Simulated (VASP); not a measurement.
# Cu (Fm-3m) in VASP: a series of runs, part 2 of 2

VASP 6.6.1. Earlier steps stand in the parts before.

## Step 3: Single point, PBE (volume scaled by 1.020)

File INCAR:

```
SYSTEM = Cu
PREC     = Accurate       ! precision mode
ENCUT    = 520            ! plane-wave cutoff, eV
EDIFF    = 1E-7           ! SCF threshold, eV
ISMEAR   = 0              ! smearing method
SIGMA    = 0.05           ! smearing width, eV
LREAL    = .False.        ! projectors in reciprocal space
LASPH    = .True.         ! aspherical terms in the spheres
NELM     = 100            ! most SCF steps
ALGO     = Normal         ! electronic algorithm
ISIF     = 2              ! what is computed and relaxed
LWAVE    = .False.        ! write WAVECAR
LCHARG   = .False.        ! write CHGCAR
GGA      = PE             ! functional
NBANDS   = 12             ! bands
```

File KPOINTS:

```
Automatic mesh
0
Gamma
  22 22 22
  0 0 0
```

File POSCAR:

```
Cu
1.0
    0.0000000000      1.8265392291      1.8265392291
    1.8265392291      0.0000000000      1.8265392291
    1.8265392291      1.8265392291      0.0000000000
Cu
1
Direct
    0.0000000000      0.0000000000      0.0000000000
```

Potentials or basis: VASP PAW PBE potentials, release 64 (Cu).

Command:

```sh
> cat potpaw_PBE.64/Cu/POTCAR > POTCAR
> mpirun -np 1 vasp_std > vasp.out
```

OUTCAR:

```text
SYSTEM = Cu
   PREC = Accurate
   ENCUT = 520
   EDIFF = 1E-7
   ISMEAR = 0
   LREAL = .False.
   LASPH = .True.
   NELM = 100
   ISIF = 2
   GGA = PE

 ion  position               nearest neighbor table
   1  0.000  0.000  0.000-

  LATTYP: Found a face centered cubic cell.
 ALAT       =     3.6530784582

  Lattice vectors:

 A1 = (   0.0000000000,   1.8265392291,   1.8265392291)
 A2 = (   1.8265392291,   0.0000000000,   1.8265392291)
 A3 = (   1.8265392291,   1.8265392291,   0.0000000000)

Analysis of symmetry for initial positions (statically):
=====================================================================
 Subroutine PRICEL returns:
 Original cell was already a primitive cell.

 Routine SETGRP: Setting up the symmetry group for a
 face centered cubic supercell.

 Subroutine GETGRP returns: Found 48 space group operations
 (whereof 48 operations were pure point group operations)
 out of a pool of 48 trial point group operations.

The static configuration has the point symmetry O_h .

Analysis of symmetry for dynamics (positions and initial velocities):
=====================================================================
 Subroutine PRICEL returns:
 Original cell was already a primitive cell.

 Routine SETGRP: Setting up the symmetry group for a
 face centered cubic supercell.

 Subroutine GETGRP returns: Found 48 space group operations
 (whereof 48 operations were pure point group operations)
 out of a pool of 48 trial point group operations.

The dynamic configuration has the point symmetry O_h .

 Subroutine INISYM returns: Found 48 space group operations
 (whereof 48 operations are pure point group operations),
 and found     1 'primitive' translations

----------------------------------------------------------------------------------------

                                     Primitive cell

  volume of cell :      12.1876

  direct lattice vectors                    reciprocal lattice vectors
     0.000000000  1.826539229  1.826539229    -0.273741725  0.273741725  0.273741725
     1.826539229  0.000000000  1.826539229     0.273741725 -0.273741725  0.273741725
     1.826539229  1.826539229  0.000000000     0.273741725  0.273741725 -0.273741725

  length of vectors
     2.583116550  2.583116550  2.583116550     0.474134576  0.474134576  0.474134576

  position of ions in fractional coordinates (direct lattice)
     0.000000000  0.000000000  0.000000000

  ion indices of the primitive-cell ions
   primitive index   ion index
                 1           1

----------------------------------------------------------------------------------------

 KPOINTS: Automatic mesh

Automatic generation of k-mesh.
 Grid dimensions read from file:
 generate k-points for:   22   22   22

 Generating k-lattice:

  Cartesian coordinates                     Fractional coordinates (reciprocal lattice)
    -0.012442806  0.012442806  0.012442806     0.045454545  0.000000000  0.000000000
     0.012442806 -0.012442806  0.012442806     0.000000000  0.045454545  0.000000000
     0.012442806  0.012442806 -0.012442806     0.000000000  0.000000000  0.045454545

  Length of vectors
     0.021551572  0.021551572  0.021551572

  Shift w.r.t. Gamma in fractional coordinates (k-lattice)
     0.000000000  0.000000000  0.000000000

 Subroutine IBZKPT returns following result:
 ===========================================

 Found    328 irreducible k-points:

 Following reciprocal coordinates:
            Coordinates               Weight
  0.000000  0.000000  0.000000      1.000000
  0.045455  0.000000  0.000000      8.000000
  0.090909  0.000000  0.000000      8.000000
  0.136364  0.000000  0.000000      8.000000
  0.181818  0.000000  0.000000      8.000000
  0.227273  0.000000  0.000000      8.000000
[... 16 lines left out ...]
  0.500000  0.045455  0.000000     24.000000
 -0.454545  0.045455  0.000000     24.000000
 [... further k-points ...]
   k-points           NKPTS =    328   k-points in BZ     NKDIM =    328   number of bands    NBANDS=     12
   number of dos      NEDOS =    301   number of ions     NIONS =      1
   total plane-waves  NPLWV =   8000
   dimension x,y,z NGX =    20 NGY =   20 NGZ =   20
   dimension x,y,z NGXF=    40 NGYF=   40 NGZF=   40
   ions per type =               1
   NGX,Y,Z   is equivalent  to a cutoff of  12.87, 12.87, 12.87 a.u.
   NGXF,Y,Z  is equivalent  to a cutoff of  25.74, 25.74, 25.74 a.u.
 SYSTEM =  Cu
   PREC   = accura    normal or accurate (medium, high low for compatibility)
   ISTART =      0    job   : 0-new  1-cont  2-samecut
   ICHARG =      2    charge: 1-file 2-atom 10-const
   ISPIN  =      1    spin polarized calculation?
   LNONCOLLINEAR =      F non collinear calculations
   LSORBIT =      F    spin-orbit coupling
   LASPH  =      T    aspherical Exc in radial PAW
   ENCUT  =  520.0 eV  38.22 Ry    6.18 a.u.   4.80  4.80  4.80*2*pi/ulx,y,z
   NELM   =    100;   NELMIN=  2; NELMDL= -5     # of ELM steps
   EDIFF  = 0.1E-06   stopping-criterion for ELM
   LREAL  =      F    real-space projection
   EDIFFG = 0.1E-05   stopping-criterion for IOM
   NSW    =      0    number of steps for IOM
   IBRION =     -1    ionic relax: 0-MD 1-quasi-New 2-CG
   NFREE  =      0    steps in history (QN), initial steepest desc. (CG)
   ISIF   =      2    stress and relaxation
   ISYM   =      2    0-nonsym 1-usesym 2-fastsym
   POTIM  = 0.5000    time-step for ionic-motion
   TEBEG  =    0.0;   TEEND  =   0.0 temperature during run
   PSTRESS=    0.0 pullay stress
   NELECT =      11.0000    total number of electrons
   NUPDOWN=      -1.0000    fix difference up-down
   EMIN   =  10.00;   EMAX   =-10.00  energy-range for DOS
   EFERMI =   0.00;   METHOD = LEGACY
   ISMEAR =     0;   SIGMA  =   0.05  broadening in eV -4-tet -1-fermi 0-gaus
   EFERMI_NEDOS =   21; number of points for ismear=-14 and -15
   IALGO  =     38    algorithm
   IMIX   =      4    mixing-type and parameters
     AMIX     =   0.40;   BMIX     =  1.00
     AMIX_MAG =   1.60;   BMIX_MAG =  1.00
  volume/ion in A,a.u.               =      12.19        82.25
  Fermi-wavevector in a.u.,A,eV,Ry     =   1.582098  2.989732 34.055848  2.503034
  Thomas-Fermi vector in A             =   2.682073
   LORBIT       =      0    0 simple, 1 ext, 2 COOP (PROOUT), +10 PAW based schemes
   GGA     = PE    functional components
   LHFCALC =     F    Hartree Fock is set to
   AEXX    =    0.0000 exact exchange contribution
   IVDW    =     0    specifies the selected vdW correction
   LEPSILON=     F    determine dielectric tensor
   LRPA    =     F    only Hartree local field effects (RPA)
 non-spin polarized calculation
 Gauss-broadening in eV      SIGMA  =   0.05
  energy-cutoff  :      520.00
  volume of cell :       12.19
 maximum number of plane-waves:       342
   NGX =  9   NGY =  9   NGZ =  9

 number of electron      10.9999992 magnetization

 Free energy of the ion-electron system (eV)
  ---------------------------------------------------
  ext. energy  EPLUGINS =         0.00000000
  ---------------------------------------------------
  free energy    TOTEN  =        -3.72812826 eV

  energy without entropy =       -3.72780642  energy(sigma->0) =       -3.72796734

 E-fermi :   7.1881     XC(G=0): -12.5443

 val. band max:        7.1879326720   @ k =   0.4545   0.4091   0.0455
 cond. band min:       7.2610232066   @ k =   0.4545   0.3182   0.0000
 fundamental gap:      0.0730905346
 Fermi energy:         7.1881074235

 k-point     1 :       0.0000    0.0000    0.0000
  band No.  band energies     occupation
      1      -1.9122      2.00000
      2       4.2706      2.00000
      3       4.2706      2.00000
      4       4.2706      2.00000
      5       5.0534      2.00000
      6       5.0534      2.00000
      7      29.5440      0.00000
      8      31.9457      0.00000
      9      31.9457      0.00000
     10      31.9457      0.00000
     11      34.4168      0.00000
     12      34.4168      0.00000

 k-point     2 :       0.0455    0.0000    0.0000
  band No.  band energies     occupation
      1      -1.8385      2.00000
      2       4.2553      2.00000
      3       4.2845      2.00000
      4       4.2845      2.00000
      5       5.0479      2.00000
      6       5.0479      2.00000
      7      29.1271      0.00000
      8      30.8820      0.00000
      9      31.6886      0.00000
     10      31.6886      0.00000
     11      34.7816      0.00000
     12      34.7816      0.00000
[... 316 lines left out ...]
 k-point    24 :      -0.4545    0.0455    0.0000
  band No.  band energies     occupation
      1       2.3215      2.00000
      2       4.2217      2.00000
      3       4.2644      2.00000
      4       5.3122      2.00000
      5       5.5676      2.00000
      6       6.4641      2.00000
      7      11.0859      0.00000
      8      27.1186      0.00000
      9      28.3841      0.00000
     10      28.5754      0.00000
     11      32.2180      0.00000
     12      32.9667      0.00000

 [... further k-points ...]
[... 5 lines left out ...]
  --------------------------------------------------------------------------------------
  -------------------------------------------------------------------------------------
  Total       -0.1578373     -0.1578373     -0.1578373     -0.0000000      0.0000000      0.0000000
  in kB      -20.7492928    -20.7492928    -20.7492928     -0.0000000      0.0000000      0.0000000
  external PRESSURE =     -20.7492928 kB  Pullay stress =       0.0000000 kB

 VOLUME and BASIS-vectors are now :
 -----------------------------------------------------------------------------
  energy-cutoff  :      520.00
  volume of cell :       12.19
      direct lattice vectors                 reciprocal lattice vectors
     0.000000000  1.826539229  1.826539229    -0.273741725  0.273741725  0.273741725
     1.826539229  0.000000000  1.826539229     0.273741725 -0.273741725  0.273741725
     1.826539229  1.826539229  0.000000000     0.273741725  0.273741725 -0.273741725

 POSITION                                       TOTAL-FORCE (eV/Angst)
 -----------------------------------------------------------------------------------
      0.00000      0.00000      0.00000        -0.000000     -0.000000     -0.000000
 -----------------------------------------------------------------------------------
    total drift:                                0.000000      0.000000      0.000000

  FREE ENERGIE OF THE ION-ELECTRON SYSTEM (eV)
  ---------------------------------------------------
  free  energy   TOTEN  =        -3.7281282590 eV

  energy  without entropy=       -3.7278064192  energy(sigma->0) =       -3.72796734
```

Wall time 34 s (1 thread of Intel Xeon Platinum 8259CL at 2.50GHz (Skylake/Cascade Lake), shared host); peak memory 0.16 GiB.

Results:

| Quantity | Value |
| --- | --- |
| Free energy | -3.7281 eV |
| Pressure | -2.1 GPa |
